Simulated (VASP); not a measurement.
The system is Mg.

```
CELL_PARAMETERS angstrom
3.21000 0.00000 0.00000
-1.60500 2.77994 0.00000
0.00000 0.00000 5.21304
ATOMIC_POSITIONS crystal
Mg 0.33333 0.66667 0.75000
Mg 0.66667 0.33333 0.25000
```

* Program: VASP 6.6.1
* Task: relaxation of cell and atoms
* Functional: LDA
* Potentials or basis: VASP PAW LDA potentials, release 64 (Mg_sv)
* Cutoff: 750 eV
* k mesh: 16 × 16 × 8
* Occupations: gaussian, width 0.05 eV
* Spin: no spin polarisation

At the start: pressure -3.2 GPa; volume 23.26 Å³/atom.

Q: Where does the relaxation end?

A: Over 7 steps the energy falls by 19.9 meV/atom and the volume is 21.38 Å³/atom (-8.1 %); space group P6_3/mmc (No. 194, to 0.1 Å) before and after.

The path:
```tsv
step	energy change (eV)	largest force (eV/Å)	pressure (GPa)	volume (Å³)
1	0.0000	0.0000	-3.15	46.52
2	-0.0377	0.0000	-0.73	43.50
3	-0.0395	0.0000	0.00	42.76
4	-0.0395	0.0000	0.09	42.68
5	-0.0396	0.0000	0.07	42.68
6	-0.0397	0.0000	0.07	42.68
7	-0.0397	0.0000	0.00	42.76
```

Final structure:
```
CELL_PARAMETERS angstrom
3.13068 0.00000 0.00000
-1.56534 2.71125 0.00000
0.00000 0.00000 5.03783
ATOMIC_POSITIONS crystal
Mg 0.33333 0.66667 0.75000
Mg 0.66667 0.33333 0.25000
```
